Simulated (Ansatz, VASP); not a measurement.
**One calculation of Ba, two programs**

```
Ba
1.0
     0.00000    3.23267    3.23267
     3.23267    0.00000    3.23267
     3.23267    3.23267    0.00000
Ba
1
Direct
  0.00000 0.00000 0.00000
```

Alike in both runs: task single point; functional LDA; k mesh 6 × 6 × 6; occupations gaussian, width 0.1 eV; no spin polarisation.

|  | VASP | Ansatz |
| --- | --- | --- |
| version | VASP 6.6.1 | Ansatz 0.2.0 |
| potentials or method | VASP PAW LDA potentials, release 64 (Ba_sv), cutoff 500 eV | scalar-relativistic, plane waves, PAW |
| valence electrons in the cell | 10 | 10 |

```tsv
	VASP	Ansatz	Ansatz less VASP
gap on the k mesh at the Fermi level (eV)	none	none	-
pressure (GPa)	-1.6	-1.6	-0.01
```

LDA's correlation is that of Perdew and Zunger in VASP and of Perdew and Wang (1992) in Ansatz. A gap of «none» marks a metal or a gap that the smearing closes.

Neither program's run includes spin-orbit coupling.
